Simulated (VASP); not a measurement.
# Tc (Fm-3m) in VASP: a series of runs

Runs on Tc. Level: PBEsol. Tasks: single point, relaxation of volume and atoms at fixed shape.

All numbers are computed with VASP 6.6.1; they aren't measurements. Logs are shortened: lines on timing, memory, paths and dates and some standing lists are left out, and cuts for length are marked.

## Step 1: The cell of the first run

It takes space group Fm-3m (No. 225, cubic). Conventional cell: a = 3.835 Å, b = 3.835 Å, c = 3.835 Å, α = 90.00°, β = 90.00°, γ = 90.00°. Tc (site symmetry m-3m) has 12 Tc at 2.71 Å within 3.6 Å.

## Step 2: Single point, PBEsol

Contents of INCAR:

```
SYSTEM = Tc
PREC = Accurate
ENCUT = 520
EDIFF = 1E-6
ISMEAR = -1
SIGMA = 0.05
LREAL = .FALSE.
LASPH = .TRUE.
NELM = 100
ALGO = Normal
ISIF = 2
LWAVE = .FALSE.
LCHARG = .FALSE.
GGA = PS
NBANDS = 34
```

Contents of KPOINTS:

```
regular mesh
0
G
  5 5 5
  0 0 0
```

Contents of POSCAR:

```
Tc
1.0
    3.8350789748      0.0000000000      0.0000000000
    0.0000000000      3.8350789748      0.0000000000
    0.0000000000      0.0000000000      3.8350789748
Tc
4
Direct
    0.0000000000      0.0000000000      0.0000000000
    0.0000000000      0.5000000000      0.5000000000
    0.5000000000      0.0000000000      0.5000000000
    0.5000000000      0.5000000000      0.0000000000
```

Potentials or basis: VASP PAW PBE potentials, release 64 (Tc_pv).

Command:

```
$ cat potpaw_PBE.64/Tc_pv/POTCAR > POTCAR
$ mpirun -np 1 vasp_std > vasp.out
```

OUTCAR:

```text
SYSTEM = Tc
   PREC = Accurate
   ENCUT = 520
   EDIFF = 1E-6
   ISMEAR = -1
   LREAL = .FALSE.
   LASPH = .TRUE.
   NELM = 100
   ISIF = 2
   GGA = PS

 ion  position               nearest neighbor table
   1  0.000  0.000  0.000-   2 2.71   3 2.71   4 2.71   2 2.71   3 2.71   2 2.71   4 2.71   2 2.71
                             3 2.71   4 2.71   3 2.71   4 2.71
   2  0.000  0.500  0.500-   1 2.71   3 2.71   4 2.71   1 2.71   4 2.71   1 2.71   3 2.71   1 2.71
                             3 2.71   4 2.71   4 2.71   3 2.71
   3  0.500  0.000  0.500-   1 2.71   2 2.71   4 2.71   1 2.71   4 2.71   2 2.71   4 2.71   4 2.71
                             1 2.71   2 2.71   1 2.71   2 2.71
   4  0.500  0.500  0.000-   1 2.71   2 2.71   3 2.71   2 2.71   3 2.71   1 2.71   3 2.71   3 2.71
                             1 2.71   2 2.71   2 2.71   1 2.71

  LATTYP: Found a simple cubic cell.
 ALAT       =     3.8350789748

  Lattice vectors:

 A1 = (   3.8350789748,   0.0000000000,   0.0000000000)
 A2 = (   0.0000000000,   3.8350789748,   0.0000000000)
 A3 = (   0.0000000000,   0.0000000000,   3.8350789748)

Analysis of symmetry for initial positions (statically):
=====================================================================
 Subroutine PRICEL returns following result:

  LATTYP: Found a face centered cubic cell.
 ALAT       =     3.8350789748

  Lattice vectors:

 A1 = (   1.9175394874,  -1.9175394874,   0.0000000000)
 A2 = (   1.9175394874,   0.0000000000,   1.9175394874)
 A3 = (   0.0000000000,  -1.9175394874,   1.9175394874)

   4 primitive cells build up your supercell.

 Routine SETGRP: Setting up the symmetry group for a
 simple cubic supercell.

 Subroutine GETGRP returns: Found 48 space group operations
 (whereof 48 operations were pure point group operations)
 out of a pool of 48 trial point group operations.

The static configuration has the point symmetry O_h .

Analysis of symmetry for dynamics (positions and initial velocities):
=====================================================================
 Subroutine PRICEL returns following result:

  LATTYP: Found a face centered cubic cell.
 ALAT       =     3.8350789748

  Lattice vectors:

 A1 = (   1.9175394874,  -1.9175394874,   0.0000000000)
 A2 = (   1.9175394874,   0.0000000000,   1.9175394874)
 A3 = (   0.0000000000,  -1.9175394874,   1.9175394874)

   4 primitive cells build up your supercell.

 Routine SETGRP: Setting up the symmetry group for a
 simple cubic supercell.

 Subroutine GETGRP returns: Found 48 space group operations
 (whereof 48 operations were pure point group operations)
 out of a pool of 48 trial point group operations.

The dynamic configuration has the point symmetry O_h .

 Subroutine INISYM returns: Found 48 space group operations
 (whereof 48 operations are pure point group operations),
 and found     4 'primitive' translations

----------------------------------------------------------------------------------------

                                     Primitive cell

  volume of cell :      14.1014

  direct lattice vectors                    reciprocal lattice vectors
     1.917539487 -1.917539487  0.000000000     0.260750823 -0.260750823 -0.260750823
     1.917539487  0.000000000  1.917539487     0.260750823  0.260750823  0.260750823
     0.000000000 -1.917539487  1.917539487    -0.260750823 -0.260750823  0.260750823

  length of vectors
     2.711810349  2.711810349  2.711810349     0.451633674  0.451633674  0.451633674

  position of ions in fractional coordinates (direct lattice)
     0.000000000  0.000000000  0.000000000

  ion indices of the primitive-cell ions
   primitive index   ion index
                 1           1

----------------------------------------------------------------------------------------

 KPOINTS: regular mesh

Automatic generation of k-mesh.
 Grid dimensions read from file:
 generate k-points for:    5    5    5

 Generating k-lattice:

  Cartesian coordinates                     Fractional coordinates (reciprocal lattice)
     0.052150165  0.000000000  0.000000000     0.200000000  0.000000000  0.000000000
     0.000000000  0.052150165  0.000000000     0.000000000  0.200000000  0.000000000
     0.000000000  0.000000000  0.052150165     0.000000000  0.000000000  0.200000000

  Length of vectors
     0.052150165  0.052150165  0.052150165

  Shift w.r.t. Gamma in fractional coordinates (k-lattice)
     0.000000000  0.000000000  0.000000000

 Subroutine IBZKPT returns following result:
 ===========================================

 Found     10 irreducible k-points:

 Following reciprocal coordinates:
            Coordinates               Weight
  0.000000  0.000000  0.000000      1.000000
  0.200000  0.000000  0.000000      6.000000
  0.400000  0.000000  0.000000      6.000000
  0.200000  0.200000  0.000000     12.000000
  0.400000  0.200000  0.000000     24.000000
  0.400000  0.400000  0.000000     12.000000
  0.200000  0.200000  0.200000      8.000000
  0.400000  0.200000  0.200000     24.000000
  0.400000  0.400000  0.200000     24.000000
  0.400000  0.400000  0.400000      8.000000
   k-points           NKPTS =     10   k-points in BZ     NKDIM =     10   number of bands    NBANDS=     34
   number of dos      NEDOS =    301   number of ions     NIONS =      4
   total plane-waves  NPLWV =  27000
   dimension x,y,z NGX =    30 NGY =   30 NGZ =   30
   dimension x,y,z NGXF=    60 NGYF=   60 NGZF=   60
   ions per type =               4
   NGX,Y,Z   is equivalent  to a cutoff of  13.00, 13.00, 13.00 a.u.
   NGXF,Y,Z  is equivalent  to a cutoff of  26.01, 26.01, 26.01 a.u.
 SYSTEM =  Tc
   PREC   = accura    normal or accurate (medium, high low for compatibility)
   ISTART =      0    job   : 0-new  1-cont  2-samecut
   ICHARG =      2    charge: 1-file 2-atom 10-const
   ISPIN  =      1    spin polarized calculation?
   LNONCOLLINEAR =      F non collinear calculations
   LSORBIT =      F    spin-orbit coupling
   LASPH  =      T    aspherical Exc in radial PAW
   ENCUT  =  520.0 eV  38.22 Ry    6.18 a.u.   7.13  7.13  7.13*2*pi/ulx,y,z
   NELM   =    100;   NELMIN=  2; NELMDL= -5     # of ELM steps
   EDIFF  = 0.1E-05   stopping-criterion for ELM
   LREAL  =      F    real-space projection
   EDIFFG = 0.1E-04   stopping-criterion for IOM
   NSW    =      0    number of steps for IOM
   IBRION =     -1    ionic relax: 0-MD 1-quasi-New 2-CG
   NFREE  =      0    steps in history (QN), initial steepest desc. (CG)
   ISIF   =      2    stress and relaxation
   ISYM   =      2    0-nonsym 1-usesym 2-fastsym
   POTIM  = 0.5000    time-step for ionic-motion
   TEBEG  =    0.0;   TEEND  =   0.0 temperature during run
   PSTRESS=    0.0 pullay stress
   NELECT =      52.0000    total number of electrons
   NUPDOWN=      -1.0000    fix difference up-down
   EMIN   =  10.00;   EMAX   =-10.00  energy-range for DOS
   EFERMI =   0.00;   METHOD = LEGACY
   ISMEAR =    -1;   SIGMA  =   0.05  broadening in eV -4-tet -1-fermi 0-gaus
   EFERMI_NEDOS =   21; number of points for ismear=-14 and -15
   IALGO  =     38    algorithm
   IMIX   =      4    mixing-type and parameters
     AMIX     =   0.40;   BMIX     =  1.00
     AMIX_MAG =   1.60;   BMIX_MAG =  1.00
  volume/ion in A,a.u.               =      14.10        95.16
  Fermi-wavevector in a.u.,A,eV,Ry     =   1.593315  3.010929 34.540465  2.538653
  Thomas-Fermi vector in A             =   2.691564
   LORBIT       =      0    0 simple, 1 ext, 2 COOP (PROOUT), +10 PAW based schemes
   GGA     = PS    functional components
   LHFCALC =     F    Hartree Fock is set to
   AEXX    =    0.0000 exact exchange contribution
   IVDW    =     0    specifies the selected vdW correction
   LEPSILON=     F    determine dielectric tensor
   LRPA    =     F    only Hartree local field effects (RPA)
 non-spin polarized calculation
  energy-cutoff  :      520.00
  volume of cell :       56.41
 maximum number of plane-waves:      1532
 NGX is ok and might be reduce to    30
   NGX = 15   NGY = 15   NGZ = 15

 number of electron      52.0000018 magnetization

 Free energy of the ion-electron system (eV)
  ---------------------------------------------------
  ext. energy  EPLUGINS =         0.00000000
  ---------------------------------------------------
  free energy    TOTEN  =       -44.65336671 eV

  energy without entropy =      -44.58254216  energy(sigma->0) =      -44.61795444

 E-fermi :  12.9316     XC(G=0): -14.0303

 val. band max:       12.8864027146   @ k =   0.4000   0.4000   0.4000
 cond. band min:      12.9377218096   @ k =   0.2000   0.2000   0.0000
 fundamental gap:      0.0513190950
 Fermi energy:        12.9316230340

 k-point     1 :       0.0000    0.0000    0.0000
  band No.  band energies     occupation
      1     -26.5604      2.00000
      2     -26.5604      2.00000
      3     -26.5604      2.00000
      4     -25.7822      2.00000
      5     -25.7822      2.00000
      6     -25.7822      2.00000
[... 26 lines left out ...]
     33      16.5391      0.00000
     34      16.9053      0.00000

 k-point     2 :       0.2000    0.0000    0.0000
  band No.  band energies     occupation
      1     -26.4894      2.00000
      2     -26.4894      2.00000
      3     -26.4514      2.00000
      4     -25.8600      2.00000
      5     -25.8600      2.00000
      6     -25.7896      2.00000
[... 26 lines left out ...]
     33      16.5370      0.00000
     34      16.5370      0.00000

 k-point     3 :       0.4000    0.0000    0.0000
  band No.  band energies     occupation
      1     -26.3003      2.00000
      2     -26.3003      2.00000
      3     -26.1554      2.00000
      4     -26.0601      2.00000
      5     -26.0601      2.00000
      6     -25.8017      2.00000
[... 26 lines left out ...]
     33      16.5405      0.00000
     34      16.5405      0.00000

 k-point     4 :       0.2000    0.2000    0.0000
  band No.  band energies     occupation
      1     -26.4206      2.00000
      2     -26.4170      2.00000
      3     -26.4170      2.00000
      4     -25.9935      2.00000
      5     -25.8122      2.00000
      6     -25.8122      2.00000
[... 26 lines left out ...]
     33      15.9535      0.00000
     34      18.3201      0.00000

 k-point     5 :       0.4000    0.2000    0.0000
  band No.  band energies     occupation
      1     -26.3189      2.00000
      2     -26.2376      2.00000
      3     -26.2098      2.00000
      4     -26.1697      2.00000
      5     -26.0053      2.00000
      6     -25.9114      2.00000
[... 26 lines left out ...]
     33      15.6696      0.00000
     34      16.2695      0.00000

 k-point     6 :       0.4000    0.4000    0.0000
  band No.  band energies     occupation
      1     -26.2845      2.00000
      2     -26.2845      2.00000
      3     -26.2783      2.00000
      4     -26.1346      2.00000
      5     -26.0711      2.00000
      6     -25.8604      2.00000
[... 26 lines left out ...]
     33      16.4556      0.00000
     34      18.3436      0.00000

 k-point     7 :       0.2000    0.2000    0.2000
  band No.  band energies     occupation
      1     -26.4090      2.00000
      2     -26.4090      2.00000
      3     -26.4090      2.00000
      4     -25.8769      2.00000
      5     -25.8769      2.00000
      6     -25.8769      2.00000
[... 26 lines left out ...]
     33      16.1616      0.00000
     34      19.2501      0.00000

 k-point     8 :       0.4000    0.2000    0.2000
  band No.  band energies     occupation
      1     -26.3976      2.00000
      2     -26.3976      2.00000
      3     -26.3035      2.00000
      4     -26.0729      2.00000
      5     -25.9360      2.00000
      6     -25.9360      2.00000
[... 26 lines left out ...]
     33      15.7746      0.00000
     34      16.1213      0.00000

 k-point     9 :       0.4000    0.4000    0.2000
  band No.  band energies     occupation
      1     -26.4737      2.00000
      2     -26.4366      2.00000
      3     -26.4366      2.00000
      4     -26.3089      2.00000
      5     -25.8205      2.00000
      6     -25.7065      2.00000
[... 26 lines left out ...]
     33      16.0659      0.00000
     34      17.9781      0.00000

 k-point    10 :       0.4000    0.4000    0.4000
  band No.  band energies     occupation
      1     -26.5951      2.00000
      2     -26.5951      2.00000
      3     -26.5951      2.00000
      4     -26.5276      2.00000
      5     -25.5583      2.00000
      6     -25.5583      2.00000
[... 26 lines left out ...]
     33      15.9588      0.00000
     34      17.2131      0.00000

------------------------ aborting loop because EDIFF is reached ----------------------------------------

  FORCE on cell =-STRESS in cart. coord.  units (eV):
  Direction    XX          YY          ZZ          XY          YZ          ZX
  --------------------------------------------------------------------------------------
  -------------------------------------------------------------------------------------
  Total       -0.2413661     -0.2413661     -0.2413661      0.0000000      0.0000000     -0.0000000
  in kB       -6.8558912     -6.8558912     -6.8558912      0.0000000      0.0000000     -0.0000000
  external PRESSURE =      -6.8558912 kB  Pullay stress =       0.0000000 kB

 VOLUME and BASIS-vectors are now :
 -----------------------------------------------------------------------------
  energy-cutoff  :      520.00
  volume of cell :       56.41
      direct lattice vectors                 reciprocal lattice vectors
     3.835078975  0.000000000  0.000000000     0.260750823  0.000000000  0.000000000
     0.000000000  3.835078975  0.000000000     0.000000000  0.260750823  0.000000000
     0.000000000  0.000000000  3.835078975     0.000000000  0.000000000  0.260750823

 POSITION                                       TOTAL-FORCE (eV/Angst)
 -----------------------------------------------------------------------------------
      0.00000      0.00000      0.00000        -0.000000     -0.000000     -0.000000
      0.00000      1.91754      1.91754         0.000000     -0.000000      0.000000
      1.91754      0.00000      1.91754         0.000000      0.000000     -0.000000
      1.91754      1.91754      0.00000        -0.000000      0.000000      0.000000
 -----------------------------------------------------------------------------------
    total drift:                                0.000000      0.000000     -0.000000

  FREE ENERGIE OF THE ION-ELECTRON SYSTEM (eV)
  ---------------------------------------------------
  free  energy   TOTEN  =       -44.6533667129 eV

  energy  without entropy=      -44.5825421582  energy(sigma->0) =      -44.61795444
```

Wall time 16 s (1 thread of Intel Xeon Platinum 8559C (Emerald Rapids), shared host); peak memory 0.16 GiB.

What came out:

```yaml
Free_energy: -44.6534 eV
Pressure: -0.7 GPa
Band_gap_on_the_k_mesh: zero (band 26 reaches 15.86 eV, above the bottom of band 27 at 12.10 eV)
```

Caveat: the PAW data sets were made with another functional, which shifts forces and pressure a little.

## Step 3: Relaxation of volume and atoms at fixed shape, PBEsol

This run uses another cell than the first one, of 14.27 Å³/atom, 1.012 times its volume.

Contents of INCAR:

```
SYSTEM = Tc
  ALGO = Normal
  EDIFF = 1E-7
  EDIFFG = -0.02
  ENCUT = 600
  GGA = PS
  IBRION = 2
  ISIF = 8
  ISMEAR = -1
  LASPH = .True.
  LCHARG = .False.
  LREAL = .False.
  LWAVE = .False.
  NELM = 60
  NSW = 60
  PREC = Accurate
  SIGMA = 0.05
```

Contents of KPOINTS:

```
k-points
0
Gamma
  5 5 5
  0 0 0
```

Contents of POSCAR:

```
Tc
1.0
    3.8500000000      0.0000000000      0.0000000000
    0.0000000000      3.8500000000      0.0000000000
    0.0000000000      0.0000000000      3.8500000000
Tc
4
Direct
    0.0000000000      0.0000000000      0.0000000000
    0.0000000000      0.5000000000      0.5000000000
    0.5000000000      0.0000000000      0.5000000000
    0.5000000000      0.5000000000      0.0000000000
```

Potentials or basis: VASP PAW PBE potentials, release 64 (Tc_pv).

Command:

```
$ cat potpaw_PBE.64/Tc_pv/POTCAR > POTCAR
$ mpirun -np 1 vasp_std > vasp.out
```

It took 35 s on 1 thread of Intel Xeon Platinum 8559C (Emerald Rapids), shared host; peak memory 0.18 GiB.

Results (log left out):

| Property | Result |
| --- | --- |
| Free energy | -44.6558 eV |
| Relaxed volume | 14.08 Å³/atom |
| Relaxed cell | a = 3.833 Å, b = 3.833 Å, c = 3.833 Å, α = 90.00°, β = 90.00°, γ = 90.00° |
| Space group after relaxing (to 0.05 Å) | Fm-3m (No. 225) |
| Energy gained by relaxing | 2.5 meV/atom |
| Ionic steps | 3 |
| Pressure after relaxing | -0.1 GPa |
| Band gap on the k mesh | zero (band 26 reaches 15.90 eV, above the bottom of band 27 at 12.12 eV) |

Step by step:
| step | energy change (eV) | largest force (eV/Å) | pressure (GPa) | volume (Å³) |
| --- | --- | --- | --- | --- |
| 1 | 0.0000 | 0.0000 | -4.18 | 57.07 |
| 2 | 0.0871 | 0.0000 | 14.30 | 54.05 |
| 3 | -0.0101 | 0.0000 | -0.07 | 56.32 |

Final structure:
```xyz
4
Lattice="3.8331 0.0000 0.0000 0.0000 3.8331 0.0000 0.0000 0.0000 3.8331" Properties=species:S:1:pos:R:3 pbc="T T T"
Tc    0.0000    0.0000    0.0000
Tc    0.0000    1.9166    1.9166
Tc    1.9166    0.0000    1.9166
Tc    1.9166    1.9166    0.0000
```

Levels at points of the mesh, in eV from the Fermi level:
| k point | band 21 | band 22 | band 23 | band 24 | band 25 | band 26 | band 27 | band 28 | band 29 | band 30 |
| --- | --- | --- | --- | --- | --- | --- | --- | --- | --- | --- |
| (0.00, 0.00, 0.00) | -1.82 | -1.82 | 0.88 | 0.88 | 2.94 | 2.94 | 2.94 | 3.61 | 3.61 | 3.61 |

Caveat: the PAW data sets were made with another functional, which shifts forces and pressure a little.
